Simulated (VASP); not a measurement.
# Si2C (P-6m2) in VASP: a series of runs

The runs below take Si2C through relaxation of cell and atoms, single point, with PBE.

Program: VASP 6.6.1. These are calculated values, not measurements. Logs are shortened: lines on timing, memory, paths and dates and some standing lists are left out, and cuts for length are marked.

## (1) The cell of the first run

The structure is hexagonal, space group P-6m2 (No. 187). The conventional cell has a = 2.740 Å, b = 2.740 Å, c = 13.295 Å, α = 90.00°, β = 90.00°, γ = 120.00°. Si (site symmetry 3m) has 3 C at 2.72 Å and 9 Si at 2.72 to 2.74 Å within 3.6 Å. Si (site symmetry -6m2) has 6 C at 2.72 Å and 6 Si at 2.74 Å within 3.6 Å. Si (site symmetry -6m2) has 12 Si at 2.72 to 2.74 Å within 3.6 Å. C (site symmetry 3m) has 6 Si at 2.72 Å and 6 C at 2.74 Å within 3.6 Å.

## (2) Relaxation of cell and atoms, PBE

INCAR

```
  PREC = Accurate
  ENCUT = 600
  EDIFF = 1E-7
  ISMEAR = 0
  SIGMA = 0.1
  LREAL = False
  LASPH = True
  NELM = 100
  ALGO = Normal
  ISIF = 3
  LWAVE = False
  LCHARG = False
  GGA = PE
  IBRION = 2
  NSW = 90
  EDIFFG = -0.04
```

KPOINTS

```
regular mesh
0
Gamma
  6 6 2
```

POSCAR

```
Si2C
1.0
    2.7395066700      0.0000000000      0.0000000000
   -1.3697533300      2.3724823700      0.0000000000
    0.0000000000      0.0000000000     13.2953734200
Si C
4 2
Direct
    0.3333333300      0.6666666700      0.8333333300
    0.3333333300      0.6666666700      0.1666666700
    0.3333333300      0.6666666700      0.5000000000
    0.6666666700      0.3333333300      0.0000000000
    0.6666666700      0.3333333300      0.3333333300
    0.6666666700      0.3333333300      0.6666666700
```

Potentials or basis: VASP PAW PBE potentials, release 64 (Si, C).

Command:

```
cat potpaw_PBE.64/Si/POTCAR potpaw_PBE.64/C/POTCAR > POTCAR
mpirun -np 1 vasp_std > vasp.out
```

OUTCAR:

```text
PREC = Accurate
   ENCUT = 600
   EDIFF = 1E-7
   ISMEAR = 0
   LREAL = False
   LASPH = True
   NELM = 100
   ISIF = 3
   GGA = PE
   IBRION = 2
   NSW = 90
   EDIFFG = -0.04

 ion  position               nearest neighbor table
   1  0.333  0.667  0.833-   4 2.72   4 2.72   4 2.72
   2  0.333  0.667  0.167-   4 2.72   4 2.72   4 2.72
   3  0.333  0.667  0.500-
   4  0.667  0.333  0.000-   1 2.72   2 2.72   1 2.72   2 2.72   1 2.72   2 2.72
   5  0.667  0.333  0.333-
   6  0.667  0.333  0.667-

  LATTYP: Found a hexagonal cell.
 ALAT       =     2.7395066700
 C/A-ratio  =     4.8531998719

  Lattice vectors:

 A1 = (   2.7395066700,   0.0000000000,   0.0000000000)
 A2 = (  -1.3697533300,   2.3724823700,   0.0000000000)
 A3 = (   0.0000000000,   0.0000000000,  13.2953734200)

Analysis of symmetry for initial positions (statically):
=====================================================================
 Subroutine PRICEL returns:
 Original cell was already a primitive cell.

 Routine SETGRP: Setting up the symmetry group for a
 hexagonal supercell.

 Subroutine GETGRP returns: Found 12 space group operations
 (whereof 12 operations were pure point group operations)
 out of a pool of 24 trial point group operations.

The static configuration has the point symmetry D_3h.

Analysis of symmetry for dynamics (positions and initial velocities):
=====================================================================
 Subroutine PRICEL returns:
 Original cell was already a primitive cell.

 Routine SETGRP: Setting up the symmetry group for a
 hexagonal supercell.

 Subroutine GETGRP returns: Found 12 space group operations
 (whereof 12 operations were pure point group operations)
 out of a pool of 24 trial point group operations.

The dynamic configuration has the point symmetry D_3h.

 Subroutine INISYM returns: Found 12 space group operations
 (whereof 12 operations are pure point group operations),
 and found     1 'primitive' translations

----------------------------------------------------------------------------------------

                                     Primitive cell

  volume of cell :      86.4124

  direct lattice vectors                    reciprocal lattice vectors
     2.739506670  0.000000000  0.000000000     0.365029226  0.210749721  0.000000000
    -1.369753330  2.372482370  0.000000000     0.000000000  0.421499444  0.000000000
     0.000000000  0.000000000 13.295373420     0.000000000  0.000000000  0.075214134

  length of vectors
     2.739506670  2.739506667 13.295373420     0.421499444  0.421499444  0.075214134

  position of ions in fractional coordinates (direct lattice)
     0.333333330  0.666666670  0.833333330
     0.333333330  0.666666670  0.166666670
     0.333333330  0.666666670  0.500000000
     0.666666670  0.333333330  0.000000000
     0.666666670  0.333333330  0.333333330
     0.666666670  0.333333330  0.666666670

  ion indices of the primitive-cell ions
   primitive index   ion index
                 1           1
                 2           2
                 3           3
                 4           4
                 5           5
                 6           6

----------------------------------------------------------------------------------------

 KPOINTS: regular mesh

Automatic generation of k-mesh.
 Grid dimensions read from file:
 generate k-points for:    6    6    2

 Generating k-lattice:

  Cartesian coordinates                     Fractional coordinates (reciprocal lattice)
     0.060838204  0.035124954  0.000000000     0.166666667 -0.000000000  0.000000000
     0.000000000  0.070249907  0.000000000     0.000000000  0.166666667  0.000000000
     0.000000000  0.000000000  0.037607067     0.000000000  0.000000000  0.500000000

  Length of vectors
     0.070249907  0.070249907  0.037607067

  Shift w.r.t. Gamma in fractional coordinates (k-lattice)
     0.000000000  0.000000000  0.000000000

 Subroutine IBZKPT returns following result:
 ===========================================

 Found     14 irreducible k-points:

 Following reciprocal coordinates:
            Coordinates               Weight
  0.000000  0.000000  0.000000      1.000000
  0.166667  0.000000  0.000000      6.000000
  0.333333  0.000000  0.000000      6.000000
  0.500000  0.000000  0.000000      3.000000
  0.166667  0.166667  0.000000      6.000000
  0.333333  0.166667  0.000000     12.000000
  0.333333  0.333333  0.000000      2.000000
  0.000000  0.000000  0.500000      1.000000
  0.166667  0.000000  0.500000      6.000000
  0.333333  0.000000  0.500000      6.000000
  0.500000  0.000000  0.500000      3.000000
  0.166667  0.166667  0.500000      6.000000
  0.333333  0.166667  0.500000     12.000000
  0.333333  0.333333  0.500000      2.000000
   k-points           NKPTS =     14   k-points in BZ     NKDIM =     14   number of bands    NBANDS=     16
   number of dos      NEDOS =    301   number of ions     NIONS =      6
   total plane-waves  NPLWV =  62208
   dimension x,y,z NGX =    24 NGY =   24 NGZ =  108
   dimension x,y,z NGXF=    48 NGYF=   48 NGZF=  216
   ions per type =               4   2
   NGX,Y,Z   is equivalent  to a cutoff of  14.56, 14.56, 13.50 a.u.
   NGXF,Y,Z  is equivalent  to a cutoff of  29.13, 29.13, 27.01 a.u.
 SYSTEM =  unknown system
   PREC   = accura    normal or accurate (medium, high low for compatibility)
   ISTART =      0    job   : 0-new  1-cont  2-samecut
   ICHARG =      2    charge: 1-file 2-atom 10-const
   ISPIN  =      1    spin polarized calculation?
   LNONCOLLINEAR =      F non collinear calculations
   LSORBIT =      F    spin-orbit coupling
   LASPH  =      T    aspherical Exc in radial PAW
   ENCUT  =  600.0 eV  44.10 Ry    6.64 a.u.   5.47  5.47 26.55*2*pi/ulx,y,z
   NELM   =    100;   NELMIN=  2; NELMDL= -5     # of ELM steps
   EDIFF  = 0.1E-06   stopping-criterion for ELM
   LREAL  =      F    real-space projection
   EDIFFG = -.4E-01   stopping-criterion for IOM
   NSW    =     90    number of steps for IOM
   IBRION =      2    ionic relax: 0-MD 1-quasi-New 2-CG
   NFREE  =      1    steps in history (QN), initial steepest desc. (CG)
   ISIF   =      3    stress and relaxation
   ISYM   =      2    0-nonsym 1-usesym 2-fastsym
   POTIM  = 0.5000    time-step for ionic-motion
   TEBEG  =    0.0;   TEEND  =   0.0 temperature during run
   PSTRESS=    0.0 pullay stress
   NELECT =      24.0000    total number of electrons
   NUPDOWN=      -1.0000    fix difference up-down
   EMIN   =  10.00;   EMAX   =-10.00  energy-range for DOS
   EFERMI =   0.00;   METHOD = LEGACY
   ISMEAR =     0;   SIGMA  =   0.10  broadening in eV -4-tet -1-fermi 0-gaus
   EFERMI_NEDOS =   21; number of points for ismear=-14 and -15
   IALGO  =     38    algorithm
   IMIX   =      4    mixing-type and parameters
     AMIX     =   0.40;   BMIX     =  1.00
     AMIX_MAG =   1.60;   BMIX_MAG =  1.00
  volume/ion in A,a.u.               =      14.40        97.19
  Fermi-wavevector in a.u.,A,eV,Ry     =   1.068120  2.018454 15.522612  1.140880
  Thomas-Fermi vector in A             =   2.203758
   LORBIT       =      0    0 simple, 1 ext, 2 COOP (PROOUT), +10 PAW based schemes
   GGA     = PE    functional components
   LHFCALC =     F    Hartree Fock is set to
   AEXX    =    0.0000 exact exchange contribution
   IVDW    =     0    specifies the selected vdW correction
   LEPSILON=     F    determine dielectric tensor
   LRPA    =     F    only Hartree local field effects (RPA)
 conjugate gradient relaxation of ions
 non-spin polarized calculation
 Gauss-broadening in eV      SIGMA  =   0.10
  energy-cutoff  :      600.00
  volume of cell :       86.41
 maximum number of plane-waves:      2957
 NGX is ok and might be reduce to    24
   NGX = 11   NGY = 11   NGZ = 53

--------------------------------------- Ionic step        1  -------------------------------------------

 number of electron      24.0000000 magnetization

 Free energy of the ion-electron system (eV)
  ---------------------------------------------------
  ext. energy  EPLUGINS =         0.00000000
  ---------------------------------------------------
  free energy    TOTEN  =       -28.08522278 eV

  energy without entropy =      -28.07246568  energy(sigma->0) =      -28.07884423

------------------------ aborting loop because EDIFF is reached ----------------------------------------

  FORCE on cell =-STRESS in cart. coord.  units (eV):
  Direction    XX          YY          ZZ          XY          YZ          ZX
  --------------------------------------------------------------------------------------
  -------------------------------------------------------------------------------------
  Total       -4.8992899     -4.8992899    -11.9398742     -0.0000000     -0.0000000      0.0000000
  in kB      -90.8380546    -90.8380546   -221.3779888     -0.0000002     -0.0000000      0.0000000
  external PRESSURE =    -134.3513660 kB  Pullay stress =       0.0000000 kB
[... 101 lines left out ...]
  FREE ENERGIE OF THE ION-ELECTRON SYSTEM (eV)
  ---------------------------------------------------
  free  energy   TOTEN  =       -29.9506255950 eV

  energy  without entropy=      -29.9409766709  energy(sigma->0) =      -29.94580113

 E-fermi :  10.0981     XC(G=0): -11.4794

 val. band max:        9.7795399617   @ k =   0.1667   0.1667   0.5000
 cond. band min:      10.1023520680   @ k =   0.5000   0.0000   0.5000
 fundamental gap:      0.3228121063
 Fermi energy:        10.0980827686

 k-point     1 :       0.0000    0.0000    0.0000
  band No.  band energies     occupation
      1      -6.5490      2.00000
      2      -5.7177      2.00000
      3      -2.7794      2.00000
      4       0.8726      2.00000
      5       1.2494      2.00000
      6       7.6635      2.00000
[... 8 lines left out ...]
     15      15.5619      0.00000
     16      15.5619      0.00000
[... 230 lines left out ...]
  band No.  band energies     occupation
      1      -1.8145      2.00000
      2      -1.4595      2.00000
      3       0.1848      2.00000
      4       0.9125      2.00000
      5       2.5905      2.00000
      6       3.0331      2.00000
[... 8 lines left out ...]
     15      10.5467      0.00000
     16      12.6335      0.00000

[... ionic steps 4 to 27 ...]

--------------------------------------- Ionic step       28  -------------------------------------------

 number of electron      23.9999999 magnetization

------------------------ aborting loop because EDIFF is reached ----------------------------------------

  FORCE on cell =-STRESS in cart. coord.  units (eV):
  Direction    XX          YY          ZZ          XY          YZ          ZX
  --------------------------------------------------------------------------------------
  -------------------------------------------------------------------------------------
  Total        0.7717154      0.7717154     -0.2978445      0.0000000      0.0000000      0.0000000
  in kB       17.1801388     17.1801388     -6.6306945      0.0000000      0.0000000      0.0000000
  external PRESSURE =       9.2431944 kB  Pullay stress =       0.0000000 kB
[... 65 lines left out ...]
  energy  without entropy=      -35.7031990950  energy(sigma->0) =      -35.70703530

--------------------------------------- Ionic step       30  -------------------------------------------

 number of electron      23.9999999 magnetization

 Free energy of the ion-electron system (eV)
  ---------------------------------------------------
  ext. energy  EPLUGINS =         0.00000000
  ---------------------------------------------------
  free energy    TOTEN  =       -35.71141717 eV

  energy without entropy =      -35.70407477  energy(sigma->0) =      -35.70774597

 E-fermi :   9.1019     XC(G=0): -11.2706

 val. band max:        9.0815580187   @ k =   0.1667   0.1667   0.5000
 cond. band min:       9.2594027161   @ k =   0.5000   0.0000   0.5000
 fundamental gap:      0.1778446975
 Fermi energy:         9.1018671681

 k-point     1 :       0.0000    0.0000    0.0000
  band No.  band energies     occupation
      1      -6.7809      2.00000
      2      -6.2265      2.00000
      3      -2.9042      2.00000
      4       0.1651      2.00000
      5       0.9776      2.00000
      6       7.1090      2.00000
[... 8 lines left out ...]
     15      15.1481      0.00000
     16      15.1481      0.00000
[... 278 lines left out ...]
  FREE ENERGIE OF THE ION-ELECTRON SYSTEM (eV)
  ---------------------------------------------------
  free  energy   TOTEN  =       -35.7114171666 eV

  energy  without entropy=      -35.7040747661  energy(sigma->0) =      -35.70774597

 reached required accuracy - stopping structural energy minimisation
```

Run time: 9.2 min. Hardware: 1 thread of Intel Xeon Platinum 8259CL at 2.50GHz (Skylake/Cascade Lake), shared host; peak memory 0.25 GiB.

Results:

```
Free energy                            : -35.7114 eV
Relaxed volume                         : 12.08 Å³/atom
Relaxed cell                           : a = 2.990 Å, b = 2.990 Å, c = 9.363 Å, α = 90.00°, β = 90.00°, γ = 120.00°
Space group after relaxing (to 0.05 Å) : P-6m2 (No. 187)
Energy gained by relaxing              : 1271.0 meV/atom
Ionic steps                            : 30
Pressure after relaxing                : -0.1 GPa
Largest force after relaxing           : 0.030 eV/Å
Band gap on the k mesh                 : zero (band 12 reaches 13.87 eV, above the bottom of band 13 at 7.33 eV)
```

Forces on the atoms (eV/Å):
```
Si   0.000  0.000  0.008
Si   0.000  0.000 -0.008
Si   0.000  0.000  0.000
Si   0.000  0.000  0.000
C    0.000  0.000 -0.030
C    0.000  0.000  0.030
```

Stress tensor (GPa, compression positive):
```
-0.06  0.00  0.00
 0.00 -0.06  0.00
 0.00  0.00 -0.30
```

Step by step:
| step | energy change (eV) | largest force (eV/Å) | pressure (GPa) | volume (Å³) |
| --- | --- | --- | --- | --- |
| 1 | 0.0000 | 1.5453 | -13.44 | 86.41 |
| 2 | -1.4831 | 2.5369 | -4.98 | 72.08 |
| 3 | -1.8654 | 2.6594 | 8.59 | 63.83 |
| 4 | -3.2274 | 2.8219 | 10.36 | 61.75 |
| 5 | -2.6435 | 9.5407 | 84.52 | 53.76 |
| 6 | -4.1109 | 3.5439 | 16.22 | 59.96 |
| 7 | -5.9553 | 0.9955 | 34.24 | 57.05 |
| 8 | -5.9398 | 1.7962 | 45.13 | 56.02 |
| 9 | -6.0207 | 1.2672 | 39.10 | 56.55 |
| 10 | -6.3725 | 1.7963 | 37.54 | 57.78 |
| 11 | -6.3900 | 2.4480 | 37.31 | 58.14 |
| 12 | -6.8561 | 1.8456 | 27.24 | 60.20 |
| 13 | -7.5334 | 0.2777 | 4.50 | 66.67 |
| 14 | -7.5586 | 0.2739 | 0.76 | 68.12 |
| 15 | -7.5592 | 0.3088 | 0.11 | 68.39 |
| 16 | -7.5621 | 0.2940 | 0.10 | 68.45 |
| 17 | -7.5665 | 0.2514 | 0.09 | 68.62 |
| 18 | -7.5666 | 0.2432 | 0.09 | 68.66 |
| 19 | -7.5700 | 0.2295 | 0.04 | 68.73 |
| 20 | -7.5787 | 0.1923 | -0.11 | 68.97 |
| 21 | -7.5898 | 0.1323 | -0.30 | 69.44 |
| 22 | -7.5970 | 0.2854 | -0.14 | 70.38 |
| 23 | -7.6062 | 0.1726 | 0.66 | 70.52 |
| 24 | -7.6140 | 0.0629 | 1.50 | 70.66 |
| 25 | -7.6082 | 0.1805 | 3.25 | 70.92 |
| 26 | -7.6165 | 0.0514 | 2.16 | 70.76 |
| 27 | -7.6216 | 0.0256 | 1.43 | 71.45 |
| 28 | -7.6226 | 0.0130 | 0.92 | 71.97 |
| 29 | -7.6256 | 0.0161 | 0.27 | 72.30 |
| 30 | -7.6262 | 0.0297 | -0.14 | 72.51 |

Final structure:
```yaml
crystal:
  lattice:
    - [2.99038, 0.00000, 0.00000]
    - [-1.49519, 2.58975, 0.00000]
    - [0.00000, 0.00000, 9.36271]
  atoms:
    - { symbol: Si, position: [0.33333, 0.66667, 0.77680] }
    - { symbol: Si, position: [0.33333, 0.66667, 0.22320] }
    - { symbol: Si, position: [0.33333, 0.66667, 0.50000] }
    - { symbol: Si, position: [0.66667, 0.33333, 0.00000] }
    - { symbol: C, position: [0.66667, 0.33333, 0.30597] }
    - { symbol: C, position: [0.66667, 0.33333, 0.69403] }
```

Levels at points of the mesh, in eV from the Fermi level:
| k point | band 9 | band 10 | band 11 | band 12 | band 13 | band 14 | band 15 | band 16 |
| --- | --- | --- | --- | --- | --- | --- | --- | --- |
| (0.00, 0.00, 0.00) | -1.03 | -1.03 | -0.92 | 4.76 | 5.19 | 5.44 | 6.05 | 6.05 |
| (0.50, 0.00, 0.00) | -3.16 | -3.02 | -2.94 | -2.01 | 0.98 | 1.63 | 2.74 | 3.31 |
| (0.00, 0.00, 0.50) | -1.05 | -1.05 | 1.91 | 3.06 | 5.15 | 6.06 | 6.25 | 6.25 |
| (0.50, 0.00, 0.50) | -3.13 | -2.97 | -1.99 | -1.28 | 0.16 | 1.33 | 2.81 | 2.91 |

Caveat: the k points lie up to 0.40 Å⁻¹ apart in the final cell; the volume moved by over 15 % at a fixed basis, so the end points are rough.

## (3) Single point, PBE, collinear spin, ferromagnetic start

This run uses another cell than the first one, of 12.10 Å³/atom, 0.840 times its volume.

INCAR

```
PREC     = Accurate       # precision mode
ENCUT    = 520            # plane-wave cutoff, eV
EDIFF    = 1E-6           # SCF threshold, eV
ISMEAR   = 0              # smearing method
SIGMA    = 0.1            # smearing width, eV
LREAL    = False          # projectors in reciprocal space
LASPH    = True           # aspherical terms in the spheres
NELM     = 150            # most SCF steps
ALGO     = Normal         # electronic algorithm
ISIF     = 2              # what is computed and relaxed
LWAVE    = False          # write WAVECAR
LCHARG   = False          # write CHGCAR
ISPIN    = 2              # spin polarisation
MAGMOM   = 0 0 0 0 1 1    # initial moments
LORBIT   = 11             # projections on sites
GGA      = PE             # functional
NBANDS   = 25             # bands
```

KPOINTS

```
Automatic mesh
0
Gamma
  6 6 2
```

POSCAR

```
Si2C
1.0
    2.9915206998      0.0000000000      0.0000000000
   -1.4957603499      2.5907329219      0.0000000000
    0.0000000000      0.0000000000      9.3661835304
Si C
4 2
Direct
    0.3333333333      0.6666666667      0.7772238067
    0.3333333333      0.6666666667      0.2227761933
    0.3333333333      0.6666666667      0.5000000000
    0.6666666667      0.3333333333      0.0000000000
    0.6666666667      0.3333333333      0.3048755122
    0.6666666667      0.3333333333      0.6951244878
```

Potentials or basis: VASP PAW PBE potentials, release 64 (Si, C).

Command:

```
cat potpaw_PBE.64/Si/POTCAR potpaw_PBE.64/C/POTCAR > POTCAR
mpirun -np 1 vasp_std > vasp.out
```

It took 47 s on 1 thread of Intel Xeon Platinum 8259CL at 2.50GHz (Skylake/Cascade Lake), shared host; peak memory 0.22 GiB.

Results (log left out):

* Free energy: -35.7070 eV
* Pressure: 0.0 GPa
* Largest force: 0.010 eV/Å
* Band gap on the k mesh: zero (filled and empty bands overlap)
* Net moment: 0.00 μB per cell
* Valence electrons inside the program's atomic spheres: Si 1.65, 1.45, 1.53; C 2.42

Forces in eV/Å, atoms in the order of the input:
```
Si   0.000  0.000 -0.001
Si   0.000  0.000  0.001
Si   0.000  0.000  0.000
Si   0.000  0.000  0.000
C    0.000  0.000 -0.010
C    0.000  0.000  0.010
```

Stress tensor (GPa, compression positive):
```
 0.04  0.00  0.00
 0.00  0.04  0.00
 0.00  0.00 -0.14
```

Levels at points of the mesh, in eV from the Fermi level:
Spin up:
```tsv
k point	band 9	band 10	band 11	band 12	band 13	band 14	band 15	band 16
(0.00, 0.00, 0.00)	-1.05	-1.05	-0.95	4.76	5.19	5.49	6.04	6.04
(0.50, 0.00, 0.00)	-3.16	-3.04	-2.94	-1.99	1.00	1.62	2.74	3.23
(0.00, 0.00, 0.50)	-1.06	-1.06	1.88	3.09	5.16	6.10	6.21	6.21
(0.50, 0.00, 0.50)	-3.13	-2.98	-1.97	-1.28	0.15	1.34	2.84	2.92
```
Spin down:
```tsv
k point	band 8	band 9	band 10	band 11	band 12	band 13	band 14	band 15	band 16	band 17
(0.00, 0.00, 0.00)	-1.16	-1.05	-1.05	-0.95	4.76	5.19	5.49	6.04	6.04	6.32
(0.50, 0.00, 0.00)	-4.32	-3.16	-3.04	-2.94	-1.99	1.00	1.62	2.74	3.23	3.32
(0.00, 0.00, 0.50)	-1.15	-1.06	-1.06	1.88	3.09	5.16	6.10	6.21	6.21	6.23
(0.50, 0.00, 0.50)	-4.64	-3.13	-2.98	-1.97	-1.28	0.15	1.34	2.84	2.92	3.02
```

Caveat: the k points lie up to 0.40 Å⁻¹ apart.

[end of part 1 of 2]
